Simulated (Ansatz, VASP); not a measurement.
# One calculation of HfIn4SiO6, two programs

Contents of INCAR:

```
SYSTEM = HfIn4SiO6
ALGO = Normal ; EDIFF = 1E-6
ENCUT = 520 ; GGA = RP
ISIF = 2 ; ISMEAR = -1
LASPH = .TRUE. ; LCHARG = .FALSE.
LREAL = .FALSE. ; LWAVE = .FALSE.
NBANDS = 63 ; NELM = 100
PREC = Accurate ; SIGMA = 0.05
```

The input KPOINTS:

```
k-points
0
G
  6 6 4
  0 0 0
```

POSCAR

```
HfIn4SiO6
1.0
    2.7158500000     -4.7035700000      0.0083300000
    2.7158500000      4.7035700000      0.0083300000
   -1.8791500000      0.0000000000      7.4012700000
Hf In Si O
1 4 1 6
Direct
    0.7883500000      0.2116500000      0.0000000000
    0.6217500000      0.3782500000      0.5000000000
    0.4550200000      0.5449800000      0.0000000000
    0.2840700000      0.7159300000      0.5000000000
    0.9581400000      0.0418600000      0.5000000000
    0.1216800000      0.8783200000      0.0000000000
    0.0621900000      0.1141500000      0.8666600000
    0.8858500000      0.9378100000      0.1333400000
    0.7949000000      0.5378400000      0.8666300000
    0.4621600000      0.2051000000      0.1333700000
    0.1535200000      0.6287900000      0.1333300000
    0.3712100000      0.8464800000      0.8666700000
```

File input.yaml:

```yaml
crystal:
  lattice:
    - [2.71585, -4.70357, 0.00833]
    - [2.71585, 4.70357, 0.00833]
    - [-1.87915, 0.0, 7.40127]
  atoms:
    - { symbol: Hf, position: [0.78835, 0.21165, 0.0] }
    - { symbol: In, position: [0.62175, 0.37825, 0.5] }
    - { symbol: In, position: [0.45502, 0.54498, 0.0] }
    - { symbol: In, position: [0.28407, 0.71593, 0.5] }
    - { symbol: In, position: [0.95814, 0.04186, 0.5] }
    - { symbol: Si, position: [0.12168, 0.87832, 0.0] }
    - { symbol: O, position: [0.06219, 0.11415, 0.86666] }
    - { symbol: O, position: [0.88585, 0.93781, 0.13334] }
    - { symbol: O, position: [0.7949, 0.53784, 0.86663] }
    - { symbol: O, position: [0.46216, 0.2051, 0.13337] }
    - { symbol: O, position: [0.15352, 0.62879, 0.13333] }
    - { symbol: O, position: [0.37121, 0.84648, 0.86667] }
hamiltonian:
  xc: rpbe
  pseudopotentials: { kind: paw }
kpoints:
  mp_grid: { grid: [6, 6, 4] }
  band_path:
    path:
      - [[0.0, 0.0, 0.0], [-0.333349007, -0.333349007, 0.0569735895], [-0.3635935574, -0.3635935574, 0.4067587612], [-0.3031044566, -0.3031044566, 0.7071884177], [0.0, 0.0, 0.5], [-0.5, 0.5, 0.5], [-0.6364064426, 0.3635935574, 0.5932412388]]
      - [[-0.6968955434, 0.3031044566, 0.2928115823], [-0.666650993, 0.333349007, -0.0569735895], [-0.5, 0.5, 0.0], [0.0, 0.0, 0.0], [-0.5, 0.0, 0.0]]
      - [[-0.5, 0.0, 0.5], [0.0, 0.0, 0.0]]
    npoints: 10
scf:
  occupations: { method: fermi_dirac, width: 0.05 }
  n_extra_bands: 30
output:
  forces: true
  stress: true
  eigenvalues: true
  fatbands: false
```

Alike in both runs: functional RPBE; k mesh 6 × 6 × 4; occupations fermi-dirac, width 0.05 eV; no spin polarisation.

|  | VASP | Ansatz |
| --- | --- | --- |
| version | VASP 6.6.1 | Ansatz 0.2.0 |
| potentials or method | VASP PAW PBE potentials, release 64 (Hf_pv, In_d, Si, O) | Ansatz PAW |
| plane-wave cutoff (eV) | 520 | 420 |
| valence electrons in the cell | 102 | 118 |
| task | single point | band structure |

```tsv
	VASP	Ansatz	Ansatz less VASP
gap on the k mesh at the Fermi level (eV)	none	none	-
pressure (GPa)	2.6	3.1	+0.51
traceless stress, the component that is largest in VASP (GPa)	0.04	0.09	+0.052
rms of the force components (eV/Å)	0.059	0.060	+0.0010
```

VASP's potentials were made for PBE, not for RPBE. Atom by atom the forces differ by 0.053 eV/Å (rms over components). A gap of «none» marks a metal or a gap that the smearing closes. VASP's potentials hold 102 valence electrons a cell and Ansatz's 118, so a difference there can come from the potentials and not from the codes.

Neither program's run includes spin-orbit coupling.
